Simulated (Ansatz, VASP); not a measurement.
ZnAs2C in VASP and in Ansatz

File POSCAR:

```
ZnAs2C
1.0
    3.6269125159      0.0000000000      0.0000000000
    0.0000000000      3.6269125159      0.0000000000
    0.0000000000      0.0000000000     10.9388549798
Zn As C
2 4 2
Direct
    0.5000000000      0.0000000000      0.8539916861
    0.0000000000      0.5000000000      0.1460083139
    0.5000000000      0.5000000000      0.0000000000
    0.0000000000      0.0000000000      0.2998228997
    0.5000000000      0.5000000000      0.5000000000
    0.0000000000      0.0000000000      0.7001771003
    0.5000000000      0.0000000000      0.4035748780
    0.0000000000      0.5000000000      0.5964251220
```

Contents of INCAR.step1:

```
PREC     = Accurate       # precision mode
ENCUT    = 660            # plane-wave cutoff, eV
ISMEAR   = -1             # smearing method
SIGMA    = 0.02           # smearing width, eV
LREAL    = False          # projectors in reciprocal space
LASPH    = True           # aspherical terms in the spheres
NELM     = 120            # most SCF steps
NBANDS   = 36             # bands
GGA      = PE             # functional
ALGO     = Normal         # electronic algorithm
EDIFF    = 1E-5           # SCF threshold, eV
LWAVE    = True           # write WAVECAR
LCHARG   = False          # write CHGCAR
GGA_COMPAT= False
```

INCAR.step2

```
PREC     = Accurate       # precision mode
ENCUT    = 660            # plane-wave cutoff, eV
EDIFF    = 1E-6           # SCF threshold, eV
ISMEAR   = -1             # smearing method
SIGMA    = 0.02           # smearing width, eV
LREAL    = False          # projectors in reciprocal space
LASPH    = True           # aspherical terms in the spheres
NELM     = 120            # most SCF steps
ALGO     = Normal         # electronic algorithm
ISIF     = 2              # what is computed and relaxed
LWAVE    = False          # write WAVECAR
LCHARG   = True           # write CHGCAR
METAGGA  = R2SCAN         # meta-GGA
LMIXTAU  = True         
LELF     = True           # ELF
LVHAR    = True         
NBANDS   = 36             # bands
ISTART   = 1            
GGA_COMPAT= False
```

KPOINTS

```
regular mesh
0
Gamma
  6 6 2
```

Input for Ansatz:

```yaml
crystal:
  lattice:
    - [3.6269125159, 0.0, 0.0]
    - [0.0, 3.6269125159, 0.0]
    - [0.0, 0.0, 10.9388549798]
  atoms:
    - { symbol: Zn, position: [0.5, 0.0, 0.8539916861] }
    - { symbol: As, position: [0.5, 0.5, 0.0] }
    - { symbol: Zn, position: [0.0, 0.5, 0.1460083139] }
    - { symbol: As, position: [0.0, 0.0, 0.2998228997] }
    - { symbol: C, position: [0.5, 0.0, 0.403574878] }
    - { symbol: As, position: [0.5, 0.5, 0.5] }
    - { symbol: C, position: [0.0, 0.5, 0.596425122] }
    - { symbol: As, position: [0.0, 0.0, 0.7001771003] }
kpoints:
  mp_grid: { grid: [6, 6, 2] }
hamiltonian:
  xc: r2scan
scf:
  occupations: { method: fermi_dirac, width: 0.02 }
  n_extra_bands: 6
output:
  forces: true
  stress: true
  eigenvalues: true
```

Alike in both runs: task single point; functional r2SCAN; k mesh 6 × 6 × 2; occupations fermi-dirac, width 0.02 eV; no spin polarisation.

```csv
,VASP,Ansatz
version,VASP 6.6.1,Ansatz 0.2.0
potentials or method,"VASP PAW PBE potentials, release 64 (Zn, As, C)","plane waves, PAW"
plane-wave cutoff (eV),660,500
valence electrons in the cell,52,92
```

```csv
,VASP,Ansatz,Ansatz less VASP
pressure (GPa),-4.7,-4.8,-0.03
rms of the force components (eV/Å),0.062,0.063,+0.0010
```

VASP's potentials were made for PBE, not for r2SCAN. The functional is the same, so the differences come from potentials, cutoffs and numerics. VASP's potentials hold 52 valence electrons a cell and Ansatz's 92, so a difference there can come from the potentials and not from the codes.
